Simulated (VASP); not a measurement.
A run of VASP 6.6.1:

The input INCAR:

```
SYSTEM = GaAs
PREC     = Accurate       ! precision mode
ENCUT    = 500            ! plane-wave cutoff, eV
EDIFF    = 1E-6           ! SCF threshold, eV
ISMEAR   = 0              ! smearing method
SIGMA    = 0.01           ! smearing width, eV
LREAL    = .FALSE.        ! projectors in reciprocal space
LASPH    = .TRUE.         ! aspherical terms in the spheres
NELM     = 120            ! most SCF steps
ALGO     = Normal         ! electronic algorithm
ISIF     = 2              ! what is computed and relaxed
LWAVE    = .FALSE.        ! write WAVECAR
LCHARG   = .TRUE.         ! write CHGCAR
GGA      = PE             ! functional
LELF     = .TRUE.         ! ELF
LVHAR    = .TRUE.       
NBANDS   = 16             ! bands
GGA_COMPAT= .FALSE.
```

The input KPOINTS:

```
regular mesh
0
G
  4 4 4
  0 0 0
```

The input POSCAR:

```
GaAs
1.0
    0.0000000000      2.8726923284      2.8726923284
    2.8726923284      0.0000000000      2.8726923284
    2.8726923284      2.8726923284      0.0000000000
Ga As
1 1
Direct
    0.0000000000      0.0000000000      0.0000000000
    0.2500000000      0.2500000000      0.2500000000
```

Potentials or basis: VASP PAW PBE potentials, release 64 (Ga_d, As).

The run is started by

```sh
$ cat potpaw_PBE.64/Ga_d/POTCAR potpaw_PBE.64/As/POTCAR > POTCAR
$ mpirun -np 1 vasp_std > vasp.out
```

Hardware: 1 thread of Intel Xeon 8259CL, on a shared host.

Q: Estimate the wall time of this run.

A: Wall time 25 s on 1 thread of Intel Xeon 8259CL (shared host), peak memory 0.16 GiB. Counts: scf iterations 12, k points 8.
